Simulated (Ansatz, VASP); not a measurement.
# SnO in VASP and in Ansatz

```xyz
4
Lattice="3.8366 0.0000 0.0000 0.0000 3.8366 0.0000 0.0000 0.0000 4.7595" Properties=species:S:1:pos:R:3 pbc="T T T"
Sn    1.9183    0.0000    1.1588
Sn    0.0000    1.9183    3.6007
O     0.0000    0.0000    0.0000
O     1.9183    1.9183    0.0000
```

Alike in both runs: task single point; functional r2SCAN; k mesh 12 × 12 × 10; occupations gaussian, width 0.1 eV; no spin polarisation.

|  | VASP | Ansatz |
| --- | --- | --- |
| version | VASP 6.6.1 | Ansatz 0.2.0 |
| potentials or method | VASP PAW PBE potentials, release 64 (Sn_d, O), cutoff 520 eV | scalar-relativistic, plane waves, PAW |
| valence electrons in the cell | 40 | 40 |

|  | VASP | Ansatz | Ansatz less VASP |
| --- | --- | --- | --- |
| gap on the k mesh at the Fermi level (eV) | 0.11 | 0.10 | -0.009 |
| least direct gap on the mesh (eV) | 2.19 | 2.20 | +0.013 |

VASP's potentials were made for PBE, not for r2SCAN. With one functional, cell and mesh, what is left measures potentials, basis and numerics.
